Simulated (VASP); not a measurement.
# Si4Mo3 (I4/mmm) in VASP: further runs

Runs on Si4Mo3. Level: PBE. Tasks: single point.

All numbers are computed with VASP 6.6.1; they aren't measurements. Logs are shortened: lines on timing, memory, paths and dates and some standing lists are left out, and cuts for length are marked.

### 1 The cell of the first run

The structure is tetragonal, space group I4/mmm (No. 139). The conventional cell has a = 3.199 Å, b = 3.199 Å, c = 19.017 Å, α = 90.00°, β = 90.00°, γ = 90.00°. Within 3.4 Å of Si (site symmetry 4mm) lie 5 Mo at 2.61 Å and 9 Si at 2.62 to 3.20 Å. Si (site symmetry 4mm) has 6 Mo at 2.57 to 2.90 Å and 8 Si at 2.65 to 3.20 Å within 3.4 Å. Within 3.4 Å of Mo (site symmetry 4/mmm) lie 10 Si at 2.61 to 2.69 Å and 4 Mo at 3.20 Å. Within 3.4 Å of Mo (site symmetry 4mm) lie 6 Si at 2.57 to 2.90 Å and 8 Mo at 2.81 to 3.20 Å.

### 2 Single point, PBE

File INCAR:

```
SYSTEM = Si4Mo3
ALGO = Normal
EDIFF = 1E-7
ENCUT = 520
GGA = PE
ISIF = 2
ISMEAR = 0
LASPH = .True.
LCHARG = .True.
LELF = .True.
LREAL = .False.
LVHAR = .True.
LWAVE = .False.
NBANDS = 38
NELM = 80
PREC = Accurate
SIGMA = 0.2
```

File KPOINTS:

```
k-points
0
Gamma
  7 7 7
  0 0 0
```

File POSCAR:

```
Si4Mo3
1.0
   -1.5995643874      1.5995643874      9.5086938561
    1.5995643874     -1.5995643874      9.5086938561
    1.5995643874      1.5995643874     -9.5086938561
Si Mo
4 3
Direct
    0.4312138618      0.4312138618      0.0000000000
    0.5687861382      0.5687861382      0.0000000000
    0.8586473215      0.8586473215      0.0000000000
    0.1413526785      0.1413526785      0.0000000000
    0.0000000000      0.0000000000      0.0000000000
    0.2940080780      0.2940080780      0.0000000000
    0.7059919220      0.7059919220      0.0000000000
```

Potentials or basis: VASP PAW PBE potentials, release 64 (Si, Mo_sv).

Launch:

```console
cat potpaw_PBE.64/Si/POTCAR potpaw_PBE.64/Mo_sv/POTCAR > POTCAR
mpirun -np 1 vasp_std > vasp.out
```

OUTCAR:

```text
SYSTEM = Si4Mo3
   EDIFF = 1E-7
   ENCUT = 520
   GGA = PE
   ISIF = 2
   ISMEAR = 0
   LASPH = .True.
   LREAL = .False.
   NELM = 80
   PREC = Accurate

 ion  position               nearest neighbor table
   1  0.431  0.431  0.000-   6 2.61   5 2.61   5 2.61   5 2.61   5 2.61   2 2.62   3 2.65   3 2.65
                             3 2.65   3 2.65
   2  0.569  0.569  0.000-   7 2.61   5 2.61   5 2.61   5 2.61   5 2.61   1 2.62   4 2.65   4 2.65
                             4 2.65   4 2.65
   3  0.859  0.859  0.000-   6 2.57   6 2.57   6 2.57   6 2.57   1 2.65   1 2.65   1 2.65   1 2.65
                             5 2.69   7 2.90
   4  0.141  0.141  0.000-   7 2.57   7 2.57   7 2.57   7 2.57   2 2.65   2 2.65   2 2.65   2 2.65
                             5 2.69   6 2.90
   5  0.000  0.000  0.000-   2 2.61   2 2.61   2 2.61   1 2.61   2 2.61   1 2.61   1 2.61   1 2.61
                             3 2.69   4 2.69
   6  0.294  0.294  0.000-   3 2.57   3 2.57   3 2.57   3 2.57   1 2.61   7 2.81   7 2.81   7 2.81
                             7 2.81   4 2.90
   7  0.706  0.706  0.000-   4 2.57   4 2.57   4 2.57   4 2.57   2 2.61   6 2.81   6 2.81   6 2.81
                             6 2.81   3 2.90

  LATTYP: Found a body centered tetragonal cell.
 ALAT       =     3.1991287748
 C/A-ratio  =     5.9445521112

  Lattice vectors:

 A1 = (  -1.5995643874,   1.5995643874,   9.5086938561)
 A2 = (   1.5995643874,  -1.5995643874,   9.5086938561)
 A3 = (   1.5995643874,   1.5995643874,  -9.5086938561)

Analysis of symmetry for initial positions (statically):
=====================================================================
 Subroutine PRICEL returns:
 Original cell was already a primitive cell.

 Routine SETGRP: Setting up the symmetry group for a
 body centered tetragonal supercell.

 Subroutine GETGRP returns: Found 16 space group operations
 (whereof 16 operations were pure point group operations)
 out of a pool of 16 trial point group operations.

The static configuration has the point symmetry D_4h.

Analysis of symmetry for dynamics (positions and initial velocities):
=====================================================================
 Subroutine PRICEL returns:
 Original cell was already a primitive cell.

 Routine SETGRP: Setting up the symmetry group for a
 body centered tetragonal supercell.

 Subroutine GETGRP returns: Found 16 space group operations
 (whereof 16 operations were pure point group operations)
 out of a pool of 16 trial point group operations.

The dynamic configuration has the point symmetry D_4h.

 Subroutine INISYM returns: Found 16 space group operations
 (whereof 16 operations are pure point group operations),
 and found     1 'primitive' translations

----------------------------------------------------------------------------------------

                                     Primitive cell

  volume of cell :      97.3160

  direct lattice vectors                    reciprocal lattice vectors
    -1.599564387  1.599564387  9.508693856     0.000000000  0.312585104  0.052583458
     1.599564387 -1.599564387  9.508693856     0.312585104  0.000000000  0.052583458
     1.599564387  1.599564387 -9.508693856     0.312585104  0.312585104  0.000000000

  length of vectors
     9.774071378  9.774071378  9.774071378     0.316977077  0.316977077  0.442062093

  position of ions in fractional coordinates (direct lattice)
     0.431213862  0.431213862  0.000000000
     0.568786138  0.568786138  0.000000000
     0.858647322  0.858647322  0.000000000
     0.141352678  0.141352678  0.000000000
     0.000000000  0.000000000  0.000000000
     0.294008078  0.294008078  0.000000000
     0.705991922  0.705991922  0.000000000

  ion indices of the primitive-cell ions
   primitive index   ion index
                 1           1
                 2           2
                 3           3
                 4           4
                 5           5
                 6           6
                 7           7

----------------------------------------------------------------------------------------

 KPOINTS: k-points

Automatic generation of k-mesh.
 Grid dimensions read from file:
 generate k-points for:    7    7    7

 Generating k-lattice:

  Cartesian coordinates                     Fractional coordinates (reciprocal lattice)
     0.000000000  0.044655015  0.007511923     0.142857143  0.000000000  0.000000000
     0.044655015  0.000000000  0.007511923     0.000000000  0.142857143  0.000000000
     0.044655015  0.044655015  0.000000000     0.000000000  0.000000000  0.142857143

  Length of vectors
     0.045282440  0.045282440  0.063151728

  Shift w.r.t. Gamma in fractional coordinates (k-lattice)
     0.000000000  0.000000000  0.000000000

 Subroutine IBZKPT returns following result:
 ===========================================

 Found     40 irreducible k-points:

 Following reciprocal coordinates:
            Coordinates               Weight
  0.000000  0.000000  0.000000      1.000000
  0.142857  0.000000 -0.000000      8.000000
  0.285714 -0.000000  0.000000      8.000000
  0.428571 -0.000000  0.000000      8.000000
  0.142857  0.142857  0.000000      8.000000
  0.285714  0.142857  0.000000     16.000000
[... 16 lines left out ...]
 -0.142857  0.285714  0.142857      8.000000
 -0.428571  0.428571  0.142857      8.000000
 [... further k-points ...]
   k-points           NKPTS =     40   k-points in BZ     NKDIM =     40   number of bands    NBANDS=     38
   number of dos      NEDOS =    301   number of ions     NIONS =      7
   total plane-waves  NPLWV = 512000
   dimension x,y,z NGX =    80 NGY =   80 NGZ =   80
   dimension x,y,z NGXF=   160 NGYF=  160 NGZF=  160
   ions per type =               4   3
   NGX,Y,Z   is equivalent  to a cutoff of  13.61, 13.61, 13.61 a.u.
   NGXF,Y,Z  is equivalent  to a cutoff of  27.21, 27.21, 27.21 a.u.
 SYSTEM =  Si4Mo3
   PREC   = accura    normal or accurate (medium, high low for compatibility)
   ISTART =      0    job   : 0-new  1-cont  2-samecut
   ICHARG =      2    charge: 1-file 2-atom 10-const
   ISPIN  =      1    spin polarized calculation?
   LNONCOLLINEAR =      F non collinear calculations
   LSORBIT =      F    spin-orbit coupling
   LASPH  =      T    aspherical Exc in radial PAW
   ENCUT  =  520.0 eV  38.22 Ry    6.18 a.u.  18.17 18.17 18.17*2*pi/ulx,y,z
   NELM   =     80;   NELMIN=  2; NELMDL= -5     # of ELM steps
   EDIFF  = 0.1E-06   stopping-criterion for ELM
   LREAL  =      F    real-space projection
   EDIFFG = 0.1E-05   stopping-criterion for IOM
   NSW    =      0    number of steps for IOM
   IBRION =     -1    ionic relax: 0-MD 1-quasi-New 2-CG
   NFREE  =      0    steps in history (QN), initial steepest desc. (CG)
   ISIF   =      2    stress and relaxation
   ISYM   =      2    0-nonsym 1-usesym 2-fastsym
   POTIM  = 0.5000    time-step for ionic-motion
   TEBEG  =    0.0;   TEEND  =   0.0 temperature during run
   PSTRESS=    0.0 pullay stress
   NELECT =      58.0000    total number of electrons
   NUPDOWN=      -1.0000    fix difference up-down
   EMIN   =  10.00;   EMAX   =-10.00  energy-range for DOS
   EFERMI =   0.00;   METHOD = LEGACY
   ISMEAR =     0;   SIGMA  =   0.20  broadening in eV -4-tet -1-fermi 0-gaus
   EFERMI_NEDOS =   21; number of points for ismear=-14 and -15
   IALGO  =     38    algorithm
   IMIX   =      4    mixing-type and parameters
     AMIX     =   0.40;   BMIX     =  1.00
     AMIX_MAG =   1.60;   BMIX_MAG =  1.00
  volume/ion in A,a.u.               =      13.90        93.82
  Fermi-wavevector in a.u.,A,eV,Ry     =   1.377704  2.603484 25.824804  1.898070
  Thomas-Fermi vector in A             =   2.502833
   LORBIT       =      0    0 simple, 1 ext, 2 COOP (PROOUT), +10 PAW based schemes
   GGA     = PE    functional components
   LHFCALC =     F    Hartree Fock is set to
   AEXX    =    0.0000 exact exchange contribution
   IVDW    =     0    specifies the selected vdW correction
   LEPSILON=     F    determine dielectric tensor
   LRPA    =     F    only Hartree local field effects (RPA)
 non-spin polarized calculation
 Gauss-broadening in eV      SIGMA  =   0.20
  energy-cutoff  :      520.00
  volume of cell :       97.32
 maximum number of plane-waves:      2660
 NGX is ok and might be reduce to    80

 number of electron      58.0000003 magnetization

 Free energy of the ion-electron system (eV)
  ---------------------------------------------------
  ext. energy  EPLUGINS =         0.00000000
  ---------------------------------------------------
  free energy    TOTEN  =       -57.58059028 eV

  energy without entropy =      -57.54963993  energy(sigma->0) =      -57.56511510

 E-fermi :  11.9162     XC(G=0): -12.5232

 val. band max:       11.8955835219   @ k =  -0.4286  -0.4286   0.4286
 cond. band min:      11.9544864373   @ k =  -0.1429  -0.4286   0.1429
 fundamental gap:      0.0589029154
 Fermi energy:        11.9161975805

 k-point     1 :       0.0000    0.0000    0.0000
  band No.  band energies     occupation
      1     -48.9118      2.00000
      2     -48.7530      2.00000
      3     -48.6697      2.00000
      4     -23.1726      2.00000
      5     -23.0358      2.00000
      6     -23.0358      2.00000
[... 30 lines left out ...]
     37      14.8426      0.00000
     38      15.9141      0.00000

 k-point     2 :       0.1429    0.0000   -0.0000
  band No.  band energies     occupation
      1     -48.9008      2.00000
      2     -48.7576      2.00000
      3     -48.6663      2.00000
      4     -23.1790      2.00000
      5     -23.1106      2.00000
      6     -23.0144      2.00000
[... 30 lines left out ...]
     37      15.9169      0.00000
     38      16.1733      0.00000
[... 859 lines left out ...]
     37      16.2085      0.00000
     38      16.2852      0.00000

 k-point    24 :      -0.4286    0.4286    0.1429
  band No.  band energies     occupation
      1     -48.8165      2.00000
      2     -48.7943      2.00000
      3     -48.6416      2.00000
      4     -23.2784      2.00000
      5     -23.2760      2.00000
      6     -23.0039      2.00000
[... 30 lines left out ...]
     37      15.5480      0.00000
     38      15.6969      0.00000

 [... further k-points ...]

------------------------ aborting loop because EDIFF is reached ----------------------------------------

  FORCE on cell =-STRESS in cart. coord.  units (eV):
  Direction    XX          YY          ZZ          XY          YZ          ZX
  --------------------------------------------------------------------------------------
  -------------------------------------------------------------------------------------
  Total        0.1633565      0.1633565      0.0298946      0.0000000      0.0000000      0.0000000
  in kB        2.6894458      2.6894458      0.4921749      0.0000000      0.0000000      0.0000000
  external PRESSURE =       1.9570222 kB  Pullay stress =       0.0000000 kB

 VOLUME and BASIS-vectors are now :
 -----------------------------------------------------------------------------
  energy-cutoff  :      520.00
  volume of cell :       97.32
      direct lattice vectors                 reciprocal lattice vectors
    -1.599564387  1.599564387  9.508693856     0.000000000  0.312585104  0.052583458
     1.599564387 -1.599564387  9.508693856     0.312585104  0.000000000  0.052583458
     1.599564387  1.599564387 -9.508693856     0.312585104  0.312585104  0.000000000

 POSITION                                       TOTAL-FORCE (eV/Angst)
 -----------------------------------------------------------------------------------
      0.00000      0.00000      8.20056        -0.000000     -0.000000     -0.032356
      0.00000      0.00000     10.81683         0.000000      0.000000      0.032356
      0.00000      0.00000     16.32923         0.000000      0.000000      0.019258
      0.00000      0.00000      2.68816         0.000000      0.000000     -0.019258
      0.00000      0.00000      0.00000        -0.000000     -0.000000     -0.000000
      0.00000      0.00000      5.59127         0.000000      0.000000      0.013943
      0.00000      0.00000     13.42612         0.000000      0.000000     -0.013943
 -----------------------------------------------------------------------------------
    total drift:                               -0.000000     -0.000000     -0.000000

  FREE ENERGIE OF THE ION-ELECTRON SYSTEM (eV)
  ---------------------------------------------------
  free  energy   TOTEN  =       -57.5805902794 eV

  energy  without entropy=      -57.5496399299  energy(sigma->0) =      -57.56511510
```

Wall time 15 min (1 thread of Intel Xeon Platinum 8559C (Emerald Rapids), shared host); peak memory 0.93 GiB.

What came out:

```yaml
Free_energy: -57.5806 eV
Pressure: 0.2 GPa
Largest_force: 0.032 eV/Å
Band_gap_on_the_k_mesh: zero (band 29 reaches 11.97 eV, above the bottom of band 30 at 11.77 eV)
```

Forces on the atoms (eV/Å):
```
Si   0.000  0.000 -0.032
Si   0.000  0.000  0.032
Si   0.000  0.000  0.019
Si   0.000  0.000 -0.019
Mo   0.000  0.000  0.000
Mo   0.000  0.000  0.014
Mo   0.000  0.000 -0.014
```

Caveat: the k points lie up to 0.40 Å⁻¹ apart.

### 3 Single point, PBE

This run uses another cell than the first one, of the same volume but with other edges.

File INCAR:

```
ALGO = Normal
EDIFF = 1E-7
ENCUT = 520
GGA = PE
ISIF = 2
ISMEAR = 0
LASPH = T
LCHARG = F
LREAL = F
LWAVE = F
NBANDS = 38
NELM = 100
PREC = Accurate
SIGMA = 0.2
```

File KPOINTS:

```
k-points
0
Gamma
  8 8 8
```

File POSCAR:

```
Si4Mo3
1.0
    0.0000000000     -3.1977455507      0.0000000000
    3.1977455507      0.0000000000      0.0000000000
   -1.5988727754      1.5988727754      9.5157360825
Si Mo
4 3
Direct
    0.4310531080      0.4310531080      0.8621062159
    0.5689468920      0.5689468920      0.1378937841
    0.8586603552      0.8586603552      0.7173207104
    0.1413396448      0.1413396448      0.2826792896
    0.0000000000      0.0000000000      0.0000000000
    0.2942393508      0.2942393508      0.5884787016
    0.7057606492      0.7057606492      0.4115212984
```

Potentials or basis: VASP PAW PBE potentials, release 64 (Si, Mo_sv).

Launch:

```console
cat potpaw_PBE.64/Si/POTCAR potpaw_PBE.64/Mo_sv/POTCAR > POTCAR
mpirun -np 1 vasp_std > vasp.out
```

It took 2 min on 1 thread of Intel Xeon Platinum 8559C (Emerald Rapids), shared host; peak memory 0.31 GiB.

Results (log left out):

| Quantity | Value |
| --- | --- |
| Free energy | -57.5713 eV |
| Pressure | 0.2 GPa |
| Largest force | 0.047 eV/Å |
| Band gap on the k mesh | zero (band 29 reaches 11.95 eV, above the bottom of band 30 at 11.88 eV) |

Forces on the atoms (eV/Å):
```
Si   0.000  0.000  0.037
Si   0.000  0.000 -0.037
Si   0.000  0.000  0.029
Si   0.000  0.000 -0.029
Mo   0.000  0.000  0.000
Mo   0.000  0.000 -0.047
Mo   0.000  0.000  0.047
```

Stress tensor (GPa, compression positive):
```
 0.39  0.00  0.00
 0.00  0.39  0.00
 0.00  0.00 -0.05
```

Levels at points of the mesh, in eV from the Fermi level:
```csv
k point,band 26,band 27,band 28,band 29,band 30,band 31,band 32,band 33
"(0.00, 0.00, 0.00)",-1.08,-0.69,-0.69,-0.14,0.68,1.55,1.81,2.11
"(0.50, 0.00, 0.00)",-2.00,-0.94,-0.77,-0.34,0.64,0.88,2.33,2.35
"(0.50, 0.50, 0.00)",-2.37,-1.62,-0.91,-0.44,1.00,2.00,2.46,2.46
"(0.00, 0.00, 0.50)",-1.30,-0.14,0.05,0.05,0.68,0.86,1.02,1.02
```
